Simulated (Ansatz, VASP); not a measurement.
## Au in VASP and in Ansatz

File INCAR:

```
ALGO     = Fast           # electronic algorithm
EDIFF    = 1E-7           # SCF threshold, eV
ENCUT    = 520            # plane-wave cutoff, eV
GGA      = PS             # functional
ISIF     = 2              # what is computed and relaxed
ISMEAR   = 0              # smearing method
LASPH    = T              # aspherical terms in the spheres
LCHARG   = F              # write CHGCAR
LREAL    = F              # projectors in reciprocal space
LWAVE    = F              # write WAVECAR
NBANDS   = 18             # bands
NELM     = 60             # most SCF steps
PREC     = Accurate       # precision mode
SIGMA    = 0.15           # smearing width, eV
```

Contents of KPOINTS:

```
k-points
0
Gamma
  16 16 12
```

The input POSCAR:

```
Au
1.0
    0.0000000000     -2.0455000000     -2.0455000000
    0.0000000000      2.0455000000     -2.0455000000
    4.0910000000      0.0000000000      0.0000000000
Au
2
Direct
    0.5000000000      0.5000000000      0.5305548766
    0.0000000000      0.0000000000     -0.0305548766
```

Input for Ansatz:

```yaml
crystal:
  lattice:
    - [0.0, -2.0455, -2.0455]
    - [0.0, 2.0455, -2.0455]
    - [4.091, 0.0, 0.0]
  atoms:
    - { symbol: Au, position: [0.5, 0.5, 0.5305548766] }
    - { symbol: Au, position: [0.0, 0.0, -0.0305548766] }
basis:
  ecutwfc: 420
kpoints:
  mp_grid: { grid: [16, 16, 12] }
hamiltonian:
  xc: pbesol
scf:
  occupations: { method: gaussian, width: 0.15 }
output:
  forces: true
  stress: true
  eigenvalues: true
```

Change from the starting cell: mode 6 (146.6 1/cm) frozen in, largest displacement +0.125 Å.

Alike in both runs: task single point; functional PBEsol; k mesh 16 × 16 × 12; occupations gaussian, width 0.15 eV; no spin polarisation.

```csv
,VASP,Ansatz
version,VASP 6.6.1,Ansatz 0.2.0
potentials or method,"VASP PAW PBE potentials, release 64 (Au), cutoff 520 eV","scalar-relativistic, plane waves, PAW"
valence electrons in the cell,22,38
```

Ansatz gave:

| Quantity | Value |
| --- | --- |
| gap on the k mesh at the Fermi level (eV) | none |
| pressure (GPa) | 5.1 |
| traceless stress, the component that is largest in VASP (GPa) | -0.50 |
| rms of the force components (eV/Å) | 1.192 |

Task: Which values does VASP return?

Result: gap on the k mesh at the Fermi level (eV): none; pressure (GPa): 4.8; traceless stress, the component that is largest in VASP (GPa): -0.50; rms of the force components (eV/Å): 1.186.

VASP's potentials were made for PBE, not for PBEsol. Atom by atom the forces differ by 0.006 eV/Å (rms over components). A gap of «none» marks a metal or a gap that the smearing closes. The functional is the same, so the differences come from potentials, cutoffs and numerics. VASP's potentials hold 22 valence electrons a cell and Ansatz's 38, so a difference there can come from the potentials and not from the codes.

Spin-orbit coupling is off throughout.
